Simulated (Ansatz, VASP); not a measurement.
## TiPd3 in VASP and in Ansatz

Contents of INCAR:

```
SYSTEM = TiPd3
  PREC = Accurate
  ENCUT = 520
  EDIFF = 1E-6
  ISMEAR = -1
  SIGMA = 0.05
  LREAL = .False.
  LASPH = .True.
  NELM = 100
  ALGO = Normal
  ISIF = 2
  LWAVE = .False.
  LCHARG = .False.
  GGA = CA
  NBANDS = 29
```

Contents of KPOINTS:

```
Automatic mesh
0
Gamma
  11 11 11
  0 0 0
```

File POSCAR:

```
TiPd3
1.0
    3.8964000000      0.0000000000      0.0000000000
    0.0000000000      3.8964000000      0.0000000000
    0.0000000000      0.0000000000      3.8200000000
Ti Pd
1 3
Direct
    0.0000000000      0.0000000000      0.0000000000
    0.0000000000      0.5000000000      0.5000000000
    0.5000000000      0.0000000000      0.5000000000
    0.5000000000      0.5000000000      0.0000000000
```

Input for Ansatz:

```yaml
crystal:
  lattice:
    - [3.8964, 0.0, 0.0]
    - [0.0, 3.8964, 0.0]
    - [0.0, 0.0, 3.82]
  atoms:
    - { symbol: Ti, position: [0.0, 0.0, 0.0] }
    - { symbol: Pd, position: [0.0, 0.5, 0.5] }
    - { symbol: Pd, position: [0.5, 0.0, 0.5] }
    - { symbol: Pd, position: [0.5, 0.5, 0.0] }
kpoints:
  mp_grid: { grid: [11, 11, 11] }
  band_path:
    path:
      - [0.0, 0.0, 0.0]
      - [0.0, 0.5, 0.0]
      - [0.5, 0.5, 0.0]
      - [0.0, 0.0, 0.0]
      - [0.0, 0.0, 0.5]
      - [0.0, 0.5, 0.5]
      - [0.5, 0.5, 0.5]
      - [0.0, 0.0, 0.5]
      - [0.0, 0.5, 0.0]
    npoints: 5
scf:
  occupations: { method: fermi_dirac, width: 0.05 }
hamiltonian:
  xc: lda
  pseudopotentials: { kind: all_electron, lapw: { basis_error: 0.001 } }
output:
  forces: true
  stress: true
  eigenvalues: true
```

Change from the starting cell: equal xx and yy strain of +2 %.

Alike in both runs: task single point; functional LDA; k mesh 11 × 11 × 11; occupations fermi-dirac, width 0.05 eV; no spin polarisation.

|  | VASP | Ansatz |
| --- | --- | --- |
| version | VASP 6.6.1 | Ansatz 0.2.0 |
| potentials or method | VASP PAW LDA potentials, release 64 (Ti_sv, Pd), cutoff 520 eV | all-electron LAPW, scalar-relativistic |

|  | VASP | Ansatz | Ansatz less VASP |
| --- | --- | --- | --- |
| pressure (GPa) | -5.8 | -6.2 | -0.36 |
| traceless stress, the component that is largest in VASP (GPa) | 1.83 | 1.83 | +0.005 |

LDA's correlation is that of Perdew and Zunger in VASP and of Perdew and Wang (1992) in Ansatz. Ansatz ran all-electron here, and VASP with PAW potentials.
